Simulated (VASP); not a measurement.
Ca2SeO:

```
CELL_PARAMETERS angstrom
3.88286 0.00000 0.00000
0.00000 3.88286 0.00000
0.00000 0.00000 5.49445
ATOMIC_POSITIONS crystal
O 0.00000 0.00000 0.00000
Ca 0.00000 0.00000 0.50000
Ca 0.50000 0.50000 0.00000
Se 0.50000 0.50000 0.50000
```

Base run:

* Program: VASP 6.6.1
* Functional: PBEsol
* Potentials or basis: VASP PAW PBE potentials, release 64 (O, Ca_sv, Se)
* Cutoff: 520 eV
* k mesh: 4 × 4 × 4
* Occupations: gaussian, width 0.01 eV
* Spin: no spin polarisation

Its results: band gap on the k mesh 1.98 eV; pressure -1.4 GPa.

Q: The run is repeated on the same cell with these changes: functional from PBEsol to PBE-based screened hybrid with 40 % exact exchange; k mesh from 4 × 4 × 4 to 4 × 4 × 2. What comes out?

A: Band gap on the k mesh 4.52 eV; pressure -0.2 GPa.

Several settings changed at once.

Caveats: some runs use coarse meshes; the PAW data sets were made with another functional, which shifts forces and pressure a little.

A k mesh can miss the band edges.
